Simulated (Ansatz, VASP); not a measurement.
## Two plane-wave programs on Si2WC3

```
CELL_PARAMETERS angstrom
4.85824 0.00000 0.00000
-2.42912 4.20736 0.00000
0.00000 0.00000 2.86125
ATOMIC_POSITIONS crystal
Si 0.33333 0.66667 0.50000
Si 0.66667 0.33333 0.50000
W 0.00000 0.00000 0.00000
C 0.50000 0.00000 0.00000
C 0.00000 0.50000 0.00000
C 0.50000 0.50000 0.00000
```

Alike in both runs: functional PBE; k mesh 4 × 4 × 4; occupations gaussian, width 0.2 eV; no spin polarisation.

Ansatz relaxed the structure, and its values are those at the end. VASP's run is a single point on that final structure, the one shown.

|  | VASP | Ansatz |
| --- | --- | --- |
| version | VASP 6.6.1 | Ansatz 0.2.0 |
| potentials or method | VASP PAW PBE potentials, release 64 (Si, W_sv, C), cutoff 600 eV | scalar-relativistic, plane waves, PAW |
| valence electrons in the cell | 34 | 34 |

Ansatz gave:

```
gap on the k mesh at the Fermi level (eV) : none
pressure (GPa)                            : -0.1
```

Estimate VASP's values.

gap on the k mesh at the Fermi level (eV): none; pressure (GPa): 0.0.

A gap of «none» marks a metal or a gap that the smearing closes.

The k mesh is coarse, so the values compare programs but aren't converged. Neither program's run includes spin-orbit coupling.
